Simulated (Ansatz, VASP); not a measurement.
This is a calculation of LiF for Ansatz 0.2.0.

File input.yaml:

```yaml
crystal:
  lattice:
    - [0.0, 2.014, 2.014]
    - [2.014, 0.0, 2.014]
    - [2.014, 2.014, 0.0]
  atoms:
    - { symbol: F, position: [0.5, 0.5, 0.5] }
    - { symbol: Li, position: [0.0, 0.0, 0.0] }
hamiltonian:
  xc: pbesol
  pseudopotentials: { kind: paw }
  dispersion: d3bj
kpoints:
  mp_grid: { grid: [11, 11, 11] }
scf:
  occupations: { method: gaussian, width: 0.01 }
output:
  forces: true
  stress: true
  eigenvalues: true
relax:
  f_tol: 0.01
  max_steps: 40
  cell: { stress_tol: 0.05 }
```

Potentials or basis: Ansatz PAW.

The run is started by

```bash
$ ansatz run input.yaml --threads 1 --pin off --max-ram 3584MiB --backend cpu --events-out ev --progress --plain --runs-dir out
```

Question: Translate it to VASP 6.6.1. Potentials there: VASP PAW PBE potentials, release 64 (F, Li_sv).

Answer: As run (the cutoff follows the program's own potentials):

INCAR

```
PREC     = Accurate       # precision mode
ENCUT    = 600            # plane-wave cutoff, eV
EDIFF    = 1E-7           # SCF threshold, eV
ISMEAR   = 0              # smearing method
SIGMA    = 0.01           # smearing width, eV
LREAL    = F              # projectors in reciprocal space
LASPH    = T              # aspherical terms in the spheres
NELM     = 60             # most SCF steps
ALGO     = Normal         # electronic algorithm
ISIF     = 3              # what is computed and relaxed
LWAVE    = F              # write WAVECAR
LCHARG   = F              # write CHGCAR
GGA      = PS             # functional
IVDW     = 12             # dispersion correction
IBRION   = 2              # ionic algorithm
NSW      = 60             # ionic steps
EDIFFG   = -0.01          # ionic threshold
```

The input KPOINTS:

```
Automatic mesh
0
Gamma
  11 11 11
```

The input POSCAR:

```
LiF
1.0
    0.0000000000      2.0140000000      2.0140000000
    2.0140000000      0.0000000000      2.0140000000
    2.0140000000      2.0140000000      0.0000000000
F Li
1 1
Direct
    0.5000000000      0.5000000000      0.5000000000
    0.0000000000      0.0000000000      0.0000000000
```

Potentials or basis: VASP PAW PBE potentials, release 64 (F, Li_sv).

Launch:

```console
$ cat potpaw_PBE.64/F/POTCAR potpaw_PBE.64/Li_sv/POTCAR > POTCAR
$ mpirun -np 1 vasp_std > vasp.out
```

Both were run:

|  | VASP | Ansatz | Ansatz less VASP |
| --- | --- | --- | --- |
| gap on the k mesh at the Fermi level, each at its own relaxed structure (eV) | 9.49 | 9.42 | -0.068 |
| relaxed volume (Å³/atom) | 7.67 | 7.72 | +0.053 |
| relaxed cell length with the largest relative difference (Å) | 2.789 | 2.796 | +0.0065 |

VASP's potentials were made for PBE, not for PBEsol.

Noted on VASP's run: the cutoff is short for stress, so the pressure is rough. Noted on Ansatz's run: odd divisions of the mesh miss points on the zone boundary, where band edges often lie, so the gap on the mesh can be too wide; the plane-wave basis is chosen anew once the cell has moved, so the energies of steps on either side of that aren't comparable.
